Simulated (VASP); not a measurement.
# SnSe (Fm-3m) in VASP: notebook

The runs below take SnSe through single point, relaxation of cell and atoms, with PBE+D3(BJ).

All numbers are computed with VASP 6.6.1; they aren't measurements. Logs are shortened: lines on timing, memory, paths and dates and some standing lists are left out, and cuts for length are marked.

**1. The cell of the first run**

It takes space group Fm-3m (No. 225, cubic). Conventional cell: a = 5.727 Å, b = 5.727 Å, c = 5.727 Å, α = 90.00°, β = 90.00°, γ = 90.00°. Within 3.8 Å of Sn (site symmetry m-3m) lie 6 Se at 2.86 Å. Se (site symmetry m-3m) has 6 Sn at 2.86 Å within 3.8 Å.

**2. Single point, PBE+D3(BJ)**

INCAR

```
PREC = Accurate ; ENCUT = 520
EDIFF = 1E-7 ; ISMEAR = 0
SIGMA = 0.01 ; LREAL = False
LASPH = True ; NELM = 80
ALGO = Normal ; ISIF = 2
LWAVE = False ; LCHARG = False
GGA = PE ; IVDW = 12
NBANDS = 17
```

KPOINTS

```
Automatic mesh
0
Gamma
  10 10 10
```

POSCAR

```
SnSe
1.0
    0.0000000000      2.8637230279      2.8637230279
    2.8637230279      0.0000000000      2.8637230279
    2.8637230279      2.8637230279      0.0000000000
Sn Se
1 1
Direct
    0.0000000000      0.0000000000      0.0000000000
    0.5000000000      0.5000000000      0.5000000000
```

Potentials or basis: VASP PAW PBE potentials, release 64 (Sn_d, Se).

The run is started by

```sh
cat potpaw_PBE.64/Sn_d/POTCAR potpaw_PBE.64/Se/POTCAR > POTCAR
mpirun -np 1 vasp_std > vasp.out
```

OUTCAR:

```text
PREC = Accurate
   ENCUT = 520
   EDIFF = 1E-7
   ISMEAR = 0
   LREAL = False
   LASPH = True
   NELM = 80
   ISIF = 2
   GGA = PE
   IVDW = 12
 IVDW          = 12

 ion  position               nearest neighbor table
   1  0.000  0.000  0.000-   2 2.86   2 2.86   2 2.86   2 2.86   2 2.86   2 2.86
   2  0.500  0.500  0.500-   1 2.86   1 2.86   1 2.86   1 2.86   1 2.86   1 2.86

  LATTYP: Found a face centered cubic cell.
 ALAT       =     5.7274460558

  Lattice vectors:

 A1 = (   0.0000000000,   2.8637230279,   2.8637230279)
 A2 = (   2.8637230279,   0.0000000000,   2.8637230279)
 A3 = (   2.8637230279,   2.8637230279,   0.0000000000)

Analysis of symmetry for initial positions (statically):
=====================================================================
 Subroutine PRICEL returns:
 Original cell was already a primitive cell.

 Routine SETGRP: Setting up the symmetry group for a
 face centered cubic supercell.

 Subroutine GETGRP returns: Found 48 space group operations
 (whereof 48 operations were pure point group operations)
 out of a pool of 48 trial point group operations.

The static configuration has the point symmetry O_h .

Analysis of symmetry for dynamics (positions and initial velocities):
=====================================================================
 Subroutine PRICEL returns:
 Original cell was already a primitive cell.

 Routine SETGRP: Setting up the symmetry group for a
 face centered cubic supercell.

 Subroutine GETGRP returns: Found 48 space group operations
 (whereof 48 operations were pure point group operations)
 out of a pool of 48 trial point group operations.

The dynamic configuration has the point symmetry O_h .

 Subroutine INISYM returns: Found 48 space group operations
 (whereof 48 operations are pure point group operations),
 and found     1 'primitive' translations

----------------------------------------------------------------------------------------

                                     Primitive cell

  volume of cell :      46.9703

  direct lattice vectors                    reciprocal lattice vectors
     0.000000000  2.863723028  2.863723028    -0.174597891  0.174597891  0.174597891
     2.863723028  0.000000000  2.863723028     0.174597891 -0.174597891  0.174597891
     2.863723028  2.863723028  0.000000000     0.174597891  0.174597891 -0.174597891

  length of vectors
     4.049915945  4.049915945  4.049915945     0.302412417  0.302412417  0.302412417

  position of ions in fractional coordinates (direct lattice)
     0.000000000  0.000000000  0.000000000
     0.500000000  0.500000000  0.500000000

  ion indices of the primitive-cell ions
   primitive index   ion index
                 1           1
                 2           2

----------------------------------------------------------------------------------------

 KPOINTS: Automatic mesh

Automatic generation of k-mesh.
 Grid dimensions read from file:
 generate k-points for:   10   10   10

 Generating k-lattice:

  Cartesian coordinates                     Fractional coordinates (reciprocal lattice)
    -0.017459789  0.017459789  0.017459789     0.100000000  0.000000000  0.000000000
     0.017459789 -0.017459789  0.017459789     0.000000000  0.100000000  0.000000000
     0.017459789  0.017459789 -0.017459789     0.000000000  0.000000000  0.100000000

  Length of vectors
     0.030241242  0.030241242  0.030241242

  Shift w.r.t. Gamma in fractional coordinates (k-lattice)
     0.000000000  0.000000000  0.000000000

 Subroutine IBZKPT returns following result:
 ===========================================

 Found     47 irreducible k-points:

 Following reciprocal coordinates:
            Coordinates               Weight
  0.000000  0.000000  0.000000      1.000000
  0.100000  0.000000  0.000000      8.000000
  0.200000  0.000000  0.000000      8.000000
  0.300000  0.000000  0.000000      8.000000
  0.400000  0.000000  0.000000      8.000000
  0.500000  0.000000  0.000000      4.000000
[... 16 lines left out ...]
  0.300000  0.300000  0.000000      6.000000
  0.400000  0.300000  0.000000     24.000000
 [... further k-points ...]
   k-points           NKPTS =     47   k-points in BZ     NKDIM =     47   number of bands    NBANDS=     17
   number of dos      NEDOS =    301   number of ions     NIONS =      2
   total plane-waves  NPLWV =  27000
   dimension x,y,z NGX =    30 NGY =   30 NGZ =   30
   dimension x,y,z NGXF=    60 NGYF=   60 NGZF=   60
   ions per type =               1   1
   NGX,Y,Z   is equivalent  to a cutoff of  12.31, 12.31, 12.31 a.u.
   NGXF,Y,Z  is equivalent  to a cutoff of  24.63, 24.63, 24.63 a.u.
 SYSTEM =  unknown system
   PREC   = accura    normal or accurate (medium, high low for compatibility)
   ISTART =      0    job   : 0-new  1-cont  2-samecut
   ICHARG =      2    charge: 1-file 2-atom 10-const
   ISPIN  =      1    spin polarized calculation?
   LNONCOLLINEAR =      F non collinear calculations
   LSORBIT =      F    spin-orbit coupling
   LASPH  =      T    aspherical Exc in radial PAW
   ENCUT  =  520.0 eV  38.22 Ry    6.18 a.u.   7.53  7.53  7.53*2*pi/ulx,y,z
   NELM   =     80;   NELMIN=  2; NELMDL= -5     # of ELM steps
   EDIFF  = 0.1E-06   stopping-criterion for ELM
   LREAL  =      F    real-space projection
   EDIFFG = 0.1E-05   stopping-criterion for IOM
   NSW    =      0    number of steps for IOM
   IBRION =     -1    ionic relax: 0-MD 1-quasi-New 2-CG
   NFREE  =      0    steps in history (QN), initial steepest desc. (CG)
   ISIF   =      2    stress and relaxation
   ISYM   =      2    0-nonsym 1-usesym 2-fastsym
   POTIM  = 0.5000    time-step for ionic-motion
   TEBEG  =    0.0;   TEEND  =   0.0 temperature during run
   PSTRESS=    0.0 pullay stress
   NELECT =      20.0000    total number of electrons
   NUPDOWN=      -1.0000    fix difference up-down
   EMIN   =  10.00;   EMAX   =-10.00  energy-range for DOS
   EFERMI =   0.00;   METHOD = LEGACY
   ISMEAR =     0;   SIGMA  =   0.01  broadening in eV -4-tet -1-fermi 0-gaus
   EFERMI_NEDOS =   21; number of points for ismear=-14 and -15
   IALGO  =     38    algorithm
   IMIX   =      4    mixing-type and parameters
     AMIX     =   0.40;   BMIX     =  1.00
     AMIX_MAG =   1.60;   BMIX_MAG =  1.00
  volume/ion in A,a.u.               =      23.49       158.49
  Fermi-wavevector in a.u.,A,eV,Ry     =   1.231621  2.327427 20.638552  1.516891
  Thomas-Fermi vector in A             =   2.366424
   LORBIT       =      0    0 simple, 1 ext, 2 COOP (PROOUT), +10 PAW based schemes
   GGA     = PE    functional components
   LHFCALC =     F    Hartree Fock is set to
   AEXX    =    0.0000 exact exchange contribution
   IVDW    =    12    specifies the selected vdW correction
   LEPSILON=     F    determine dielectric tensor
   LRPA    =     F    only Hartree local field effects (RPA)
 non-spin polarized calculation
 Gauss-broadening in eV      SIGMA  =   0.01
  energy-cutoff  :      520.00
  volume of cell :       46.97
 maximum number of plane-waves:      1295
   NGX = 15   NGY = 15   NGZ = 15

 number of electron      19.9999991 magnetization

 Free energy of the ion-electron system (eV)
  ---------------------------------------------------
  ext. energy  EPLUGINS =         0.00000000
  ---------------------------------------------------
  free energy    TOTEN  =        -7.93723800 eV

  energy without entropy =       -7.93723800  energy(sigma->0) =       -7.93723800

 E-fermi :   7.7182     XC(G=0): -10.2964

 val. band max:        7.6437216836   @ k =  -0.2000   0.2000   0.0000
 cond. band min:       7.9212474714   @ k =  -0.4000   0.1000   0.0000
 fundamental gap:      0.2775257878
 Fermi energy:         7.7182395238

 k-point     1 :       0.0000    0.0000    0.0000
  band No.  band energies     occupation
      1     -14.2499      2.00000
      2     -14.2499      2.00000
      3     -14.2444      2.00000
      4     -14.2444      2.00000
      5     -14.2444      2.00000
      6      -7.6157      2.00000
[... 9 lines left out ...]
     16      13.0363      0.00000
     17      15.3414      0.00000

 k-point     2 :       0.1000    0.0000    0.0000
  band No.  band energies     occupation
      1     -14.2511      2.00000
      2     -14.2511      2.00000
      3     -14.2441      2.00000
      4     -14.2426      2.00000
      5     -14.2426      2.00000
      6      -7.5239      2.00000
[... 9 lines left out ...]
     16      13.3384      0.00000
     17      16.2772      0.00000

 k-point     3 :       0.2000    0.0000    0.0000
  band No.  band energies     occupation
      1     -14.2550      2.00000
      2     -14.2550      2.00000
      3     -14.2432      2.00000
      4     -14.2369      2.00000
      5     -14.2369      2.00000
      6      -7.2619      2.00000
[... 9 lines left out ...]
     16      14.0428      0.00000
     17      18.2720      0.00000

 k-point     4 :       0.3000    0.0000    0.0000
  band No.  band energies     occupation
      1     -14.2601      2.00000
      2     -14.2601      2.00000
      3     -14.2423      2.00000
      4     -14.2295      2.00000
      5     -14.2295      2.00000
      6      -6.8796      2.00000
[... 9 lines left out ...]
     16      15.1287      0.00000
     17      20.3702      0.00000
[... 343 lines left out ...]
      1     -14.2618      2.00000
      2     -14.2600      2.00000
      3     -14.2404      2.00000
      4     -14.2325      2.00000
      5     -14.2275      2.00000
      6      -6.7456      2.00000
[... 9 lines left out ...]
     16      17.2826      0.00000
     17      17.5978      0.00000

 k-point    23 :       0.3000    0.3000    0.0000
  band No.  band energies     occupation
      1     -14.2865      2.00000
      2     -14.2530      2.00000
      3     -14.2407      2.00000
      4     -14.2233      2.00000
      5     -14.2233      2.00000
      6      -6.6162      2.00000
[... 9 lines left out ...]
     16      17.9898      0.00000
     17      17.9901      0.00000

 k-point    24 :       0.4000    0.3000    0.0000
  band No.  band energies     occupation
      1     -14.2945      2.00000
      2     -14.2529      2.00000
      3     -14.2413      2.00000
      4     -14.2198      2.00000
      5     -14.2183      2.00000
      6      -6.3129      2.00000
[... 9 lines left out ...]
     16      18.6703      0.00000
     17      19.2127      0.00000

 [... further k-points ...]

------------------------ aborting loop because EDIFF is reached ----------------------------------------

 Edisp (eV)   -0.82348

 E8    (eV) :    -0.3706

  FORCE on cell =-STRESS in cart. coord.  units (eV):
  Direction    XX          YY          ZZ          XY          YZ          ZX
  --------------------------------------------------------------------------------------
  -------------------------------------------------------------------------------------
  Total       2.63879     2.63879     2.63879     0.00000    -0.00000    -0.00000
  in kB      90.01038    90.01038    90.01038     0.00000    -0.00000    -0.00000
  external pressure =       90.01 kB  Pullay stress =        0.00 kB

 VOLUME and BASIS-vectors are now :
 -----------------------------------------------------------------------------
  energy-cutoff  :      520.00
  volume of cell :       46.97
      direct lattice vectors                 reciprocal lattice vectors
     0.000000000  2.863723028  2.863723028    -0.174597891  0.174597891  0.174597891
     2.863723028  0.000000000  2.863723028     0.174597891 -0.174597891  0.174597891
     2.863723028  2.863723028  0.000000000     0.174597891  0.174597891 -0.174597891

 POSITION                                       TOTAL-FORCE (eV/Angst)
 -----------------------------------------------------------------------------------
      0.00000      0.00000      0.00000        -0.000000     -0.000000     -0.000000
      2.86372      2.86372      2.86372         0.000000      0.000000      0.000000
 -----------------------------------------------------------------------------------
    total drift:                               -0.000000      0.000000      0.000000

  FREE ENERGIE OF THE ION-ELECTRON SYSTEM (eV)
  ---------------------------------------------------
  free  energy   TOTEN  =        -8.7607195587 eV

  energy  without entropy=       -8.7607195587  energy(sigma->0) =       -8.76071956
```

It took 14 s on 1 thread of Intel Xeon 6975P-C (Granite Rapids), shared host; peak memory 0.2 GiB.

Results:

```yaml
Free_energy: -8.7607 eV
Pressure: 9.0 GPa
Band_gap_on_the_k_mesh: 0.28 eV, indirect (least direct gap 0.56 eV)
Dispersion_energy_per_atom: -0.412 eV
```

Levels at points of the mesh, in eV from the valence-band top:
```
           k point  band 7  band 8  band 9  band 10  band 11  band 12  band 13  band 14
(0.00, 0.00, 0.00)   -4.78   -2.91   -2.91    -2.91     4.63     4.63     4.63     5.39
(0.50, 0.00, 0.00)   -9.18   -2.62   -2.62    -0.39     0.85     0.85     0.94     8.40
(0.50, 0.50, 0.00)   -6.85   -6.33   -4.66    -4.66     2.21     5.97     5.97     6.71
```

Caveat: spin-orbit coupling is left out, which moves the levels of the heavy elements. A k mesh can miss the band edges.

**3. Single point, PBE+D3(BJ)**

This run uses another cell than the first one, of 27.22 Å³/atom, 1.159 times its volume.

INCAR

```
SYSTEM = SnSe
PREC     = Accurate       ! precision mode
ENCUT    = 520            ! plane-wave cutoff, eV
EDIFF    = 1E-6           ! SCF threshold, eV
ISMEAR   = 0              ! smearing method
SIGMA    = 0.01           ! smearing width, eV
LREAL    = .False.        ! projectors in reciprocal space
LASPH    = .True.         ! aspherical terms in the spheres
NELM     = 100            ! most SCF steps
ALGO     = Normal         ! electronic algorithm
ISIF     = 2              ! what is computed and relaxed
LWAVE    = .False.        ! write WAVECAR
LCHARG   = .False.        ! write CHGCAR
GGA      = PE             ! functional
IVDW     = 12             ! dispersion correction
NBANDS   = 17             ! bands
```

KPOINTS

```
regular mesh
0
Gamma
  10 10 10
  0 0 0
```

POSCAR

```
SnSe
1.0
    0.0000000000      3.0082039303      3.0082039303
    3.0082039303      0.0000000000      3.0082039303
    3.0082039303      3.0082039303      0.0000000000
Sn Se
1 1
Direct
    0.0000000000      0.0000000000      0.0000000000
    0.5000000000      0.5000000000      0.5000000000
```

Potentials or basis: VASP PAW PBE potentials, release 64 (Sn_d, Se).

The run is started by

```sh
cat potpaw_PBE.64/Sn_d/POTCAR potpaw_PBE.64/Se/POTCAR > POTCAR
mpirun -np 1 vasp_std > vasp.out
```

It took 12 s on 1 thread of Intel Xeon 6975P-C (Granite Rapids), shared host; peak memory 0.21 GiB.

The run converged. Its results:

| Item | Value |
| --- | --- |
| Free energy | -8.9204 eV |
| Pressure | -1.0 GPa |
| Band gap on the k mesh | 0.50 eV, indirect (least direct gap 0.59 eV) |
| Dispersion energy per atom | -0.354 eV |

Levels at points of the mesh, in eV from the valence-band top:
```tsv
k point	band 7	band 8	band 9	band 10	band 11	band 12	band 13	band 14
(0.00, 0.00, 0.00)	-5.06	-2.19	-2.19	-2.19	4.33	4.33	4.33	5.87
(0.50, 0.00, 0.00)	-8.05	-1.94	-1.94	0.00	0.59	1.25	1.25	8.26
(0.50, 0.50, 0.00)	-6.00	-5.47	-3.64	-3.64	3.03	5.36	5.36	5.99
```

Caveat: spin-orbit coupling is left out, which moves the levels of the heavy elements.

(Part 1 of 2 ends here.)
